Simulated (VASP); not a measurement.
**RbBr: single point with PBE**

Crystal: RbBr.

```
Rb Br
1.0
     4.80448    0.00000    0.00000
    -2.40224    4.16080    0.00000
     0.00000    0.00000    8.41613
Rb Br
2 2
Direct
  0.00000 0.00000 0.00000
  0.00000 0.00000 0.50000
  0.33333 0.66667 0.25000
  0.66667 0.33333 0.75000
```

This cell differs from its parent crystal: volume changed by -3%.

```
Program             : VASP 6.6.1
Task                : single point
Functional          : PBE
Potentials or basis : VASP PAW PBE potentials, release 64 (Rb_sv, Br)
Cutoff              : 520 eV
k mesh              : 6 × 6 × 4
Occupations         : gaussian, width 0.01 eV
Spin                : no spin polarisation
```

| Property | Result |
| --- | --- |
| Pressure | 0.4 GPa |
| Band gap on the k mesh | 4.21 eV, direct |

Stress tensor (GPa, compression positive):
```
0.35 0.00 0.00
0.00 0.35 0.00
0.00 0.00 0.45
```

Levels at points of the mesh, in eV from the valence-band top:
```csv
k point,band 13,band 14,band 15,band 16,band 17,band 18,band 19,band 20
"(0.00, 0.00, 0.00)",-0.27,-0.12,0.00,0.00,4.21,6.31,6.65,7.51
"(0.50, 0.00, 0.00)",-0.45,-0.33,-0.32,-0.15,5.85,6.74,6.90,7.16
"(0.00, 0.00, 0.50)",-0.14,-0.14,-0.14,-0.14,5.36,5.36,6.98,6.98
"(0.50, 0.00, 0.50)",-0.35,-0.35,-0.24,-0.24,6.45,6.45,6.80,6.80
```

Run time: 72 s on 1 thread of Intel(R) Xeon(R) Platinum 8375C CPU @ 2.90GHz (Ice Lake), with other jobs on the host, peak memory 0.29 GiB.

 A k mesh can miss the band edges.
